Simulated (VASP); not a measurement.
# SnO2 (R-3m) in VASP: further runs

The runs below take SnO2 through single point, with PBE.

Everything below comes from runs of VASP 6.6.1. Logs are shortened: lines on timing, memory, paths and dates and some standing lists are left out, and cuts for length are marked.

### Step 1. The cell of the first run

It takes space group R-3m (No. 166, trigonal). Conventional cell: a = 3.180 Å, b = 3.180 Å, c = 14.755 Å, α = 90.00°, β = 90.00°, γ = 120.00°. Within 2.8 Å of Sn (site symmetry -3m) lie 6 O at 2.09 Å. O (site symmetry 3m) has 3 Sn at 2.09 Å and 3 O at 2.72 Å within 2.8 Å.

### Step 2. Single point, PBE

INCAR reads:

```
PREC     = Accurate       # precision mode
ENCUT    = 520            # plane-wave cutoff, eV
EDIFF    = 1E-7           # SCF threshold, eV
ISMEAR   = 0              # smearing method
SIGMA    = 0.05           # smearing width, eV
LREAL    = False          # projectors in reciprocal space
LASPH    = True           # aspherical terms in the spheres
NELM     = 100            # most SCF steps
ALGO     = Normal         # electronic algorithm
ISIF     = 2              # what is computed and relaxed
LWAVE    = False          # write WAVECAR
LCHARG   = True           # write CHGCAR
GGA      = PE             # functional
LELF     = True           # ELF
LVHAR    = True         
NBANDS   = 20             # bands
```

KPOINTS reads:

```
regular mesh
0
Gamma
  12 12 12
```

POSCAR reads:

```
SnO2
1.0
    1.5898000000      0.9178714580      4.9182553763
   -1.5898000000      0.9178714580      4.9182553763
    0.0000000000     -1.8357429159      4.9182553763
Sn O
1 2
Direct
    0.5000000000      0.5000000000      0.5000000000
    0.2348826742      0.2348826742      0.2348826742
    0.7651173258      0.7651173258      0.7651173258
```

Potentials or basis: VASP PAW PBE potentials, release 64 (Sn_d, O).

Command:

```sh
$ cat potpaw_PBE.64/Sn_d/POTCAR potpaw_PBE.64/O/POTCAR > POTCAR
$ mpirun -np 1 vasp_std > vasp.out
```

OUTCAR:

```text
PREC = Accurate
   ENCUT = 520
   EDIFF = 1E-7
   ISMEAR = 0
   LREAL = False
   LASPH = True
   NELM = 100
   ISIF = 2
   GGA = PE

 ion  position               nearest neighbor table
   1  0.500  0.500  0.500-   2 2.09   2 2.09   3 2.09   3 2.09   2 2.09   3 2.09
   2  0.235  0.235  0.235-   1 2.09   1 2.09   1 2.09
   3  0.765  0.765  0.765-   1 2.09   1 2.09   1 2.09

  LATTYP: Found a trigonal (rhomboedric) cell.
 ALAT       =     5.2496845619
 COS(alpha) =     0.8165792084

  Lattice vectors:

 A1 = (   1.5898000000,   0.9178714580,   4.9182553763)
 A2 = (  -1.5898000000,   0.9178714580,   4.9182553763)
 A3 = (   0.0000000000,  -1.8357429159,   4.9182553763)

Analysis of symmetry for initial positions (statically):
=====================================================================
 Subroutine PRICEL returns:
 Original cell was already a primitive cell.

 Routine SETGRP: Setting up the symmetry group for a
 trigonal (rhombohedral) supercell.

 Subroutine GETGRP returns: Found 12 space group operations
 (whereof 12 operations were pure point group operations)
 out of a pool of 12 trial point group operations.

The static configuration has the point symmetry D_3d.

Analysis of symmetry for dynamics (positions and initial velocities):
=====================================================================
 Subroutine PRICEL returns:
 Original cell was already a primitive cell.

 Routine SETGRP: Setting up the symmetry group for a
 trigonal (rhombohedral) supercell.

 Subroutine GETGRP returns: Found 12 space group operations
 (whereof 12 operations were pure point group operations)
 out of a pool of 12 trial point group operations.

The dynamic configuration has the point symmetry D_3d.

 Subroutine INISYM returns: Found 12 space group operations
 (whereof 12 operations are pure point group operations),
 and found     1 'primitive' translations

----------------------------------------------------------------------------------------

                                     Primitive cell

  volume of cell :      43.0613

  direct lattice vectors                    reciprocal lattice vectors
     1.589800000  0.917871458  4.918255376     0.314504969  0.181579529  0.067774710
    -1.589800000  0.917871458  4.918255376    -0.314504969  0.181579529  0.067774710
     0.000000000 -1.835742916  4.918255376     0.000000000 -0.363159057  0.067774710

  length of vectors
     5.249684562  5.249684562  5.249684562     0.369429171  0.369429171  0.369429171

  position of ions in fractional coordinates (direct lattice)
     0.500000000  0.500000000  0.500000000
     0.234882674  0.234882674  0.234882674
     0.765117326  0.765117326  0.765117326

  ion indices of the primitive-cell ions
   primitive index   ion index
                 1           1
                 2           2
                 3           3

----------------------------------------------------------------------------------------

 KPOINTS: regular mesh

Automatic generation of k-mesh.
 Grid dimensions read from file:
 generate k-points for:   12   12   12

 Generating k-lattice:

  Cartesian coordinates                     Fractional coordinates (reciprocal lattice)
     0.026208747  0.015131627  0.005647893     0.083333333  0.000000000 -0.000000000
    -0.026208747  0.015131627  0.005647893     0.000000000  0.083333333 -0.000000000
     0.000000000 -0.030263255  0.005647893     0.000000000  0.000000000  0.083333333

  Length of vectors
     0.030785764  0.030785764  0.030785764

  Shift w.r.t. Gamma in fractional coordinates (k-lattice)
     0.000000000  0.000000000  0.000000000

 Subroutine IBZKPT returns following result:
 ===========================================

 Found    189 irreducible k-points:

 Following reciprocal coordinates:
            Coordinates               Weight
  0.000000  0.000000  0.000000      1.000000
  0.083333 -0.000000  0.000000      6.000000
  0.166667  0.000000  0.000000      6.000000
  0.250000  0.000000  0.000000      6.000000
  0.333333 -0.000000  0.000000      6.000000
  0.416667  0.000000  0.000000      6.000000
[... 16 lines left out ...]
  0.500000  0.166667  0.000000     12.000000
 -0.416667  0.166667  0.000000     12.000000
 [... further k-points ...]
   k-points           NKPTS =    189   k-points in BZ     NKDIM =    189   number of bands    NBANDS=     20
   number of dos      NEDOS =    301   number of ions     NIONS =      3
   total plane-waves  NPLWV =  64000
   dimension x,y,z NGX =    40 NGY =   40 NGZ =   40
   dimension x,y,z NGXF=    80 NGYF=   80 NGZF=   80
   ions per type =               1   2
   NGX,Y,Z   is equivalent  to a cutoff of  12.67, 12.67, 12.67 a.u.
   NGXF,Y,Z  is equivalent  to a cutoff of  25.33, 25.33, 25.33 a.u.
 SYSTEM =  unknown system
   PREC   = accura    normal or accurate (medium, high low for compatibility)
   ISTART =      0    job   : 0-new  1-cont  2-samecut
   ICHARG =      2    charge: 1-file 2-atom 10-const
   ISPIN  =      1    spin polarized calculation?
   LNONCOLLINEAR =      F non collinear calculations
   LSORBIT =      F    spin-orbit coupling
   LASPH  =      T    aspherical Exc in radial PAW
   ENCUT  =  520.0 eV  38.22 Ry    6.18 a.u.   9.76  9.76  9.76*2*pi/ulx,y,z
   NELM   =    100;   NELMIN=  2; NELMDL= -5     # of ELM steps
   EDIFF  = 0.1E-06   stopping-criterion for ELM
   LREAL  =      F    real-space projection
   EDIFFG = 0.1E-05   stopping-criterion for IOM
   NSW    =      0    number of steps for IOM
   IBRION =     -1    ionic relax: 0-MD 1-quasi-New 2-CG
   NFREE  =      0    steps in history (QN), initial steepest desc. (CG)
   ISIF   =      2    stress and relaxation
   ISYM   =      2    0-nonsym 1-usesym 2-fastsym
   POTIM  = 0.5000    time-step for ionic-motion
   TEBEG  =    0.0;   TEEND  =   0.0 temperature during run
   PSTRESS=    0.0 pullay stress
   NELECT =      26.0000    total number of electrons
   NUPDOWN=      -1.0000    fix difference up-down
   EMIN   =  10.00;   EMAX   =-10.00  energy-range for DOS
   EFERMI =   0.00;   METHOD = LEGACY
   ISMEAR =     0;   SIGMA  =   0.05  broadening in eV -4-tet -1-fermi 0-gaus
   EFERMI_NEDOS =   21; number of points for ismear=-14 and -15
   IALGO  =     38    algorithm
   IMIX   =      4    mixing-type and parameters
     AMIX     =   0.40;   BMIX     =  1.00
     AMIX_MAG =   1.60;   BMIX_MAG =  1.00
  volume/ion in A,a.u.               =      14.35        96.86
  Fermi-wavevector in a.u.,A,eV,Ry     =   1.383684  2.614784 26.049478  1.914583
  Thomas-Fermi vector in A             =   2.508259
   LORBIT       =      0    0 simple, 1 ext, 2 COOP (PROOUT), +10 PAW based schemes
   GGA     = PE    functional components
   LHFCALC =     F    Hartree Fock is set to
   AEXX    =    0.0000 exact exchange contribution
   IVDW    =     0    specifies the selected vdW correction
   LEPSILON=     F    determine dielectric tensor
   LRPA    =     F    only Hartree local field effects (RPA)
 non-spin polarized calculation
 Gauss-broadening in eV      SIGMA  =   0.05
  energy-cutoff  :      520.00
  volume of cell :       43.06
 maximum number of plane-waves:      1173
   NGX = 19   NGY = 19   NGZ = 19

 number of electron      26.0000001 magnetization

 Free energy of the ion-electron system (eV)
  ---------------------------------------------------
  ext. energy  EPLUGINS =         0.00000000
  ---------------------------------------------------
  free energy    TOTEN  =       -18.15675799 eV

  energy without entropy =      -18.15675799  energy(sigma->0) =      -18.15675799

 E-fermi :   3.5161     XC(G=0):  -9.9619

 val. band max:        3.2807209601   @ k =  -0.1667   0.2500   0.0833
 cond. band min:       5.6158384098   @ k =   0.0000   0.0000   0.0000
 fundamental gap:      2.3351174497
 Fermi energy:         3.5161190472

 k-point     1 :       0.0000    0.0000    0.0000
  band No.  band energies     occupation
      1     -16.7002      2.00000
      2     -16.4246      2.00000
      3     -16.4246      2.00000
      4     -16.1984      2.00000
      5     -16.1984      2.00000
      6     -14.8026      2.00000
[... 12 lines left out ...]
     19      20.5966      0.00000
     20      20.8873      0.00000

 k-point     2 :       0.0833   -0.0000    0.0000
  band No.  band energies     occupation
      1     -16.6663      2.00000
      2     -16.4889      2.00000
      3     -16.4073      2.00000
      4     -16.2179      2.00000
      5     -16.1993      2.00000
      6     -14.7569      2.00000
[... 12 lines left out ...]
     19      19.1086      0.00000
     20      20.9237      0.00000

 k-point     3 :       0.1667    0.0000    0.0000
  band No.  band energies     occupation
      1     -16.7132      2.00000
      2     -16.5298      2.00000
      3     -16.3643      2.00000
      4     -16.2494      2.00000
      5     -16.1970      2.00000
      6     -14.6105      2.00000
[... 12 lines left out ...]
     19      17.7759      0.00000
     20      21.0704      0.00000

 k-point     4 :       0.2500    0.0000    0.0000
  band No.  band energies     occupation
      1     -16.9400      2.00000
      2     -16.4217      2.00000
      3     -16.3232      2.00000
      4     -16.2689      2.00000
      5     -16.1751      2.00000
      6     -14.3577      2.00000
[... 12 lines left out ...]
     19      16.8217      0.00000
     20      20.6236      0.00000

 k-point     5 :       0.3333   -0.0000    0.0000
  band No.  band energies     occupation
      1     -17.1487      2.00000
      2     -16.3679      2.00000
      3     -16.3087      2.00000
      4     -16.2373      2.00000
      5     -16.1249      2.00000
      6     -14.0323      2.00000
[... 12 lines left out ...]
     19      16.2838      0.00000
     20      18.9480      0.00000
[... 353 lines left out ...]
      6     -14.1255      2.00000
[... 12 lines left out ...]
     19      17.0361      0.00000
     20      19.4777      0.00000

 k-point    22 :       0.4167    0.1667    0.0000
  band No.  band energies     occupation
      1     -17.0831      2.00000
      2     -16.5422      2.00000
      3     -16.3045      2.00000
      4     -16.2536      2.00000
      5     -16.1162      2.00000
      6     -13.7122      2.00000
[... 12 lines left out ...]
     19      17.1676      0.00000
     20      18.2838      0.00000

 k-point    23 :       0.5000    0.1667    0.0000
  band No.  band energies     occupation
      1     -17.1805      2.00000
      2     -16.5395      2.00000
      3     -16.3233      2.00000
      4     -16.2068      2.00000
      5     -16.1169      2.00000
      6     -13.3224      2.00000
[... 12 lines left out ...]
     19      17.2047      0.00000
     20      17.5016      0.00000

 k-point    24 :      -0.4167    0.1667    0.0000
  band No.  band energies     occupation
      1     -17.2153      2.00000
      2     -16.5390      2.00000
      3     -16.3306      2.00000
      4     -16.1673      2.00000
      5     -16.1386      2.00000
      6     -13.1548      2.00000
[... 12 lines left out ...]
     19      16.5378      0.00000
     20      17.7110      0.00000

 [... further k-points ...]

------------------------ aborting loop because EDIFF is reached ----------------------------------------

  FORCE on cell =-STRESS in cart. coord.  units (eV):
  Direction    XX          YY          ZZ          XY          YZ          ZX
  --------------------------------------------------------------------------------------
  -------------------------------------------------------------------------------------
  Total        2.3365163      2.3365163      0.8193290      0.0000000      0.0000000     -0.0000000
  in kB       86.9346121     86.9346121     30.4847199      0.0000000      0.0000000     -0.0000000
  external PRESSURE =      68.1179814 kB  Pullay stress =       0.0000000 kB

 VOLUME and BASIS-vectors are now :
 -----------------------------------------------------------------------------
  energy-cutoff  :      520.00
  volume of cell :       43.06
      direct lattice vectors                 reciprocal lattice vectors
     1.589800000  0.917871458  4.918255376     0.314504969  0.181579529  0.067774710
    -1.589800000  0.917871458  4.918255376    -0.314504969  0.181579529  0.067774710
     0.000000000 -1.835742916  4.918255376     0.000000000 -0.363159057  0.067774710

 POSITION                                       TOTAL-FORCE (eV/Angst)
 -----------------------------------------------------------------------------------
      0.00000      0.00000      7.37738         0.000000      0.000000      0.000000
      0.00000      0.00000      3.46564        -0.000000      0.000000      0.407875
      0.00000      0.00000     11.28913        -0.000000     -0.000000     -0.407875
 -----------------------------------------------------------------------------------
    total drift:                               -0.000000      0.000000     -0.000000

  FREE ENERGIE OF THE ION-ELECTRON SYSTEM (eV)
  ---------------------------------------------------
  free  energy   TOTEN  =       -18.1567579888 eV

  energy  without entropy=      -18.1567579888  energy(sigma->0) =      -18.15675799
```

It took 7 min on 1 thread of AMD EPYC 7R43 (Zen 3), shared host; peak memory 0.3 GiB.

Results:

```
Free energy            : -18.1568 eV
Pressure               : 6.8 GPa
Largest force          : 0.408 eV/Å
Band gap on the k mesh : 2.34 eV (least direct gap 2.57 eV)
```

Forces in eV/Å, atoms in the order of the input:
```
Sn   0.000  0.000  0.000
O    0.000  0.000  0.408
O    0.000  0.000 -0.408
```

Levels at points of the mesh, in eV from the valence-band top:
```tsv
k point	band 10	band 11	band 12	band 13	band 14	band 15	band 16	band 17
(0.00, 0.00, 0.00)	-1.27	-0.81	-0.81	-0.23	2.34	6.00	11.53	11.55
(0.50, 0.00, 0.00)	-3.01	-1.45	-0.51	-0.47	5.77	7.96	10.46	12.54
(0.50, 0.50, 0.00)	-3.07	-1.21	-0.41	-0.03	5.53	7.22	11.12	11.58
(0.50, 0.50, 0.50)	-1.31	-1.22	-0.78	-0.78	3.44	5.90	11.64	11.69
```

Caveat: the stress differs along the axes, from 3 to 9 GPa; spin-orbit coupling is left out, which moves the levels of the heavy elements. A k mesh can miss the band edges.

### Step 3. Single point, PBE

This run uses another cell than the first one, of 14.47 Å³/atom.

INCAR reads:

```
  PREC = Accurate
  ENCUT = 520
  EDIFF = 1E-6
  ISMEAR = 0
  SIGMA = 0.05
  LREAL = F
  LASPH = T
  NELM = 80
  ALGO = Normal
  ISIF = 2
  LWAVE = F
  LCHARG = F
  GGA = PE
  NBANDS = 20
```

KPOINTS reads:

```
Automatic mesh
0
Gamma
  12 12 12
```

POSCAR reads:

```
SnO2
1.0
    1.5359500000      0.8867811460      5.3117000000
   -1.5359500000      0.8867811460      5.3117000000
    0.0000000000     -1.7735622919      5.3117000000
Sn O
1 2
Direct
    0.5000000000      0.5000000000      0.5000000000
    0.2348826742      0.2348826742      0.2348826742
    0.7651173258      0.7651173258      0.7651173258
```

Potentials or basis: VASP PAW PBE potentials, release 64 (Sn_d, O).

Command:

```sh
$ cat potpaw_PBE.64/Sn_d/POTCAR potpaw_PBE.64/O/POTCAR > POTCAR
$ mpirun -np 1 vasp_std > vasp.out
```

Run time: 8.8 min. Hardware: 1 thread of AMD EPYC 7R43 (Zen 3), shared host; peak memory 0.3 GiB.

Results (log left out):

* Free energy: -17.9361 eV
* Pressure: 12.6 GPa
* Largest force: 0.009 eV/Å
* Band gap on the k mesh: 2.94 eV (least direct gap 3.28 eV)

Forces in eV/Å, atoms in the order of the input:
```
Sn   0.000  0.000  0.000
O    0.000  0.000  0.009
O    0.000  0.000 -0.009
```

Stress tensor (GPa, compression positive):
```
18.95  0.00  0.00
 0.00 18.95  0.00
 0.00  0.00  0.02
```

Levels at points of the mesh, in eV from the valence-band top:
| k point | band 10 | band 11 | band 12 | band 13 | band 14 | band 15 | band 16 | band 17 |
| --- | --- | --- | --- | --- | --- | --- | --- | --- |
| (0.00, 0.00, 0.00) | -0.98 | -0.41 | -0.41 | -0.34 | 2.94 | 6.39 | 11.35 | 12.60 |
| (0.50, 0.00, 0.00) | -2.61 | -1.59 | -0.32 | -0.32 | 6.15 | 7.86 | 11.44 | 12.33 |
| (0.50, 0.50, 0.00) | -2.64 | -1.46 | -0.27 | -0.02 | 5.95 | 7.36 | 11.65 | 12.15 |
| (0.50, 0.50, 0.50) | -1.00 | -1.00 | -0.39 | -0.39 | 3.78 | 6.25 | 11.15 | 12.66 |

Caveat: the stress differs along the axes, from 0 to 19 GPa; spin-orbit coupling is left out, which moves the levels of the heavy elements.

[end of part 1 of 2]
